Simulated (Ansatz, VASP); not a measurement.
**One calculation of BN, two programs**

POSCAR

```
BN
1.0
    2.5080409200      0.0000000000      0.0000000000
   -1.2467107600      2.1762310400      0.0000000000
   -0.6306650800     -1.0881155200      3.0225400000
B N
1 1
Direct
    0.9796430000      0.9834990000      0.0018060000
    0.6685060000      0.3323850000      0.9849990000
```

File INCAR.step1:

```
SYSTEM = BN
PREC     = Accurate       ! precision mode
ENCUT    = 660            ! plane-wave cutoff, eV
ISMEAR   = 0              ! smearing method
SIGMA    = 0.01           ! smearing width, eV
LREAL    = .False.        ! projectors in reciprocal space
LASPH    = .True.         ! aspherical terms in the spheres
NELM     = 120            ! most SCF steps
NBANDS   = 11             ! bands
GGA      = PE             ! functional
ALGO     = Normal         ! electronic algorithm
EDIFF    = 1E-5           ! SCF threshold, eV
LWAVE    = .True.         ! write WAVECAR
LCHARG   = .False.        ! write CHGCAR
GGA_COMPAT= .False.
```

The input INCAR.step2:

```
SYSTEM = BN
PREC     = Accurate       ! precision mode
ENCUT    = 660            ! plane-wave cutoff, eV
EDIFF    = 1E-6           ! SCF threshold, eV
ISMEAR   = 0              ! smearing method
SIGMA    = 0.01           ! smearing width, eV
LREAL    = .False.        ! projectors in reciprocal space
LASPH    = .True.         ! aspherical terms in the spheres
NELM     = 120            ! most SCF steps
ALGO     = Normal         ! electronic algorithm
ISIF     = 2              ! what is computed and relaxed
LWAVE    = .False.        ! write WAVECAR
LCHARG   = .False.        ! write CHGCAR
METAGGA  = R2SCAN         ! meta-GGA
LMIXTAU  = .True.       
NBANDS   = 11             ! bands
ISTART   = 1            
GGA_COMPAT= .False.
```

File KPOINTS:

```
Automatic mesh
0
Gamma
  6 6 4
  0 0 0
```

Input for Ansatz:

```yaml
crystal:
  lattice:
    - [2.50804092, 0.0, 0.0]
    - [-1.24671076, 2.17623104, 0.0]
    - [-0.63066508, -1.08811552, 3.02254]
  atoms:
    - { symbol: B, position: [0.979643, 0.983499, 0.001806] }
    - { symbol: "N", position: [0.668506, 0.332385, 0.984999] }
basis:
  ecutwfc: 550.0
kpoints:
  mp_grid:
    grid: [6, 6, 4]
hamiltonian:
  xc: r2scan
scf:
  occupations:
    method: fixed
output:
  eigenvalues: true
```

Alike in both runs: task single point; functional r2SCAN; k mesh 6 × 6 × 4; no spin polarisation.

|  | VASP | Ansatz |
| --- | --- | --- |
| version | VASP 6.6.1 | Ansatz 0.2.0 |
| potentials or method | VASP PAW PBE potentials, release 64 (B, N), cutoff 660 eV | plane waves, PAW |
| occupations | gaussian, width 0.01 eV | fixed |
| valence electrons in the cell | 8 | 8 |

Ansatz gave:

| Item | Value |
| --- | --- |
| gap on the k mesh at the Fermi level (eV) | 3.43 |

**Question.** Which values does VASP return?

**Answer.** gap on the k mesh at the Fermi level (eV): 3.45.

VASP's potentials were made for PBE, not for r2SCAN.

The k mesh is coarse, so the values compare programs but aren't converged.
